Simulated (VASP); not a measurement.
Ti, 4 atoms in the cell. The typed cell holds 4 atoms: a = 5.900 Å, b = 2.950 Å, c = 4.680 Å, α = 90.00°, β = 90.00°, γ = 120.00°. 

- Program: VASP 6.6.1
- Task: single point
- Functional: LDA
- Potentials or basis: VASP PAW LDA potentials, release 64 (Ti_sv)
- Cutoff: 400 eV
- k mesh: 4 × 7 × 4
- Occupations: fermi-dirac, width 0.08 eV
- Spin: no spin polarisation
- Dipole correction: no
- Further INCAR settings: ALGO = Normal; EDIFF = 1e-06; NBANDS = 32

Potentials or basis: VASP PAW LDA potentials, release 64 (Ti_sv).

Run with:

```bash
$ cat potpaw_LDA.64/Ti_sv/POTCAR > POTCAR
$ mpirun -np 1 vasp_std > vasp.out
```

Hardware: 1 thread of Intel Xeon 6975P-C, with other jobs on the host.

Estimate the wall time of this run.

It took 110 s on 1 thread of Intel Xeon 6975P-C (shared host), peak memory 0.19 GiB. Counts: scf iterations 17, k points 58.
